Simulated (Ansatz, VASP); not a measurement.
# GaSe: VASP beside Ansatz

```xyz
8
Lattice="3.7727 0.0000 0.0000 -1.8863 3.2672 0.0000 0.0000 0.0000 15.9354" Properties=species:S:1:pos:R:3 pbc="T T T"
Ga    0.0000    2.1781    2.7627
Ga    1.8863    1.0891   10.7304
Ga    0.0000    2.1781    5.2050
Ga    1.8863    1.0891   13.1726
Se    0.0000    2.1781    9.5546
Se    1.8863    1.0891    1.5870
Se    0.0000    2.1781   14.3484
Se    1.8863    1.0891    6.3807
```

Alike in both runs: functional PBE; dispersion D3(BJ); k mesh 6 × 6 × 2; occupations gaussian, width 0.1 eV; no spin polarisation.

Ansatz relaxed the structure, and its values are those at the end. VASP's run is a single point on that final structure, the one shown.

|  | VASP | Ansatz |
| --- | --- | --- |
| version | VASP 6.6.1 | Ansatz 0.2.0 |
| potentials or method | VASP PAW PBE potentials, release 64 (Ga_d, Se), cutoff 500 eV | scalar-relativistic, plane waves, PAW |
| valence electrons in the cell | 76 | 116 |

```csv
,VASP,Ansatz,Ansatz less VASP
gap on the k mesh at the Fermi level (eV),0.82,0.84,+0.016
least direct gap on the mesh (eV),0.82,0.84,+0.016
pressure (GPa),0.2,0.0,-0.14
rms of the force components (eV/Å),0.013,0.003,-0.0105
```

VASP's potentials hold 76 valence electrons a cell and Ansatz's 116, so a difference there can come from the potentials and not from the codes.
